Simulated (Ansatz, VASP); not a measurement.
**NaCaI3: VASP beside Ansatz**

POSCAR

```
NaCaI3
1.0
    6.1258977255      0.0000000000      0.0000000000
    0.0000000000      6.1258977255      0.0000000000
    0.0000000000      0.0000000000      6.1258977255
Na Ca I
1 1 3
Direct
    0.0000000000      0.0000000000      0.0000000000
    0.5000000000      0.5000000000      0.5000000000
    0.5000000000      0.5000000000      0.0000000000
    0.5000000000      0.0000000000      0.5000000000
    0.0000000000      0.5000000000      0.5000000000
```

File INCAR.step1:

```
SYSTEM = NaCaI3
PREC = Accurate
ENCUT = 520
ISMEAR = 0
SIGMA = 0.01
LREAL = .FALSE.
LASPH = .TRUE.
NELM = 80
NBANDS = 27
GGA = PE
ALGO = Normal
EDIFF = 1E-4
LWAVE = .TRUE.
LCHARG = .FALSE.
```

INCAR.step2

```
SYSTEM = NaCaI3
PREC = Accurate
ENCUT = 520
EDIFF = 1E-7
ISMEAR = 0
SIGMA = 0.01
LREAL = .FALSE.
LASPH = .TRUE.
NELM = 80
ALGO = Normal
ISIF = 2
LWAVE = .FALSE.
LCHARG = .FALSE.
METAGGA = R2SCAN
LMIXTAU = .TRUE.
NBANDS = 27
ISTART = 1
```

The input KPOINTS:

```
Automatic mesh
0
G
  4 4 4
  0 0 0
```

Input for Ansatz:

```yaml
crystal:
  lattice:
    - [6.1258977255, 0.0, 0.0]
    - [0.0, 6.1258977255, 0.0]
    - [0.0, 0.0, 6.1258977255]
  atoms:
    - { symbol: Na, position: [0.0, 0.0, 0.0] }
    - { symbol: Ca, position: [0.5, 0.5, 0.5] }
    - { symbol: I, position: [0.5, 0.5, 0.0] }
    - { symbol: I, position: [0.5, 0.0, 0.5] }
    - { symbol: I, position: [0.0, 0.5, 0.5] }
kpoints:
  mp_grid: { grid: [4, 4, 4] }
  band_path:
    path: [[0.0, 0.0, 0.0], [0.0, 0.5, 0.0], [0.5, 0.5, 0.0], [0.5, 0.5, 0.5]]
    npoints: 1
hamiltonian:
  xc: r2scan
scf:
  occupations: { method: fixed }
  n_extra_bands: 5
output:
  forces: true
  stress: true
  eigenvalues: true
  write_density: true
  write_potential: true
  elf: true
  volumetric_format: npy
```

Alike in both runs: task single point; functional r2SCAN; k mesh 4 × 4 × 4; no spin polarisation.

```csv
,VASP,Ansatz
version,VASP 6.6.1,Ansatz 0.2.0
potentials or method,"VASP PAW PBE potentials, release 64 (Na_pv, Ca_sv, I)","plane waves, PAW"
plane-wave cutoff (eV),520,500
occupations,"gaussian, width 0.01 eV",fixed
valence electrons in the cell,38,70
```

|  | VASP | Ansatz | Ansatz less VASP |
| --- | --- | --- | --- |
| gap on the k mesh at the Fermi level (eV) | 3.07 | 3.08 | +0.001 |
| pressure (GPa) | 0.0 | 0.0 | -0.04 |

VASP's potentials were made for PBE, not for r2SCAN. VASP's potentials hold 38 valence electrons a cell and Ansatz's 70, so a difference there can come from the potentials and not from the codes.

Neither program's run includes spin-orbit coupling.
